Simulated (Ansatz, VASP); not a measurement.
Ba3Hf in VASP and in Ansatz

```
CELL_PARAMETERS angstrom
8.09879 0.00000 0.00000
-4.04939 7.01375 0.00000
0.00000 0.00000 6.22391
ATOMIC_POSITIONS crystal
Ba 0.82325 0.64649 0.25000
Ba 0.17675 0.82325 0.75000
Ba 0.35351 0.17675 0.25000
Ba 0.17675 0.35351 0.75000
Ba 0.82325 0.17675 0.25000
Ba 0.64649 0.82325 0.75000
Hf 0.33333 0.66667 0.25000
Hf 0.66667 0.33333 0.75000
```

Alike in both runs: functional PBE; k mesh 6 × 6 × 6; occupations gaussian, width 0.1 eV; no spin polarisation.

Ansatz relaxed the structure, and its values are those at the end. VASP's run is a single point on that final structure, the one shown.

|  | VASP | Ansatz |
| --- | --- | --- |
| version | VASP 6.6.1 | Ansatz 0.2.0 |
| potentials or method | VASP PAW PBE potentials, release 64 (Ba_sv, Hf_pv), cutoff 520 eV | scalar-relativistic, plane waves, PAW |
| valence electrons in the cell | 80 | 112 |

VASP gave:

```
gap on the k mesh at the Fermi level (eV) : none
pressure (GPa)                            : 0.2
rms of the force components (eV/Å)        : 0.015
```

Question: Which values does Ansatz return?

Answer: gap on the k mesh at the Fermi level (eV): none; pressure (GPa): 0.0; rms of the force components (eV/Å): 0.001.

A gap of «none» marks a metal or a gap that the smearing closes. The functional is the same, so the differences come from potentials, cutoffs and numerics. VASP's potentials hold 80 valence electrons a cell and Ansatz's 112, so a difference there can come from the potentials and not from the codes.

Neither program's run includes spin-orbit coupling.
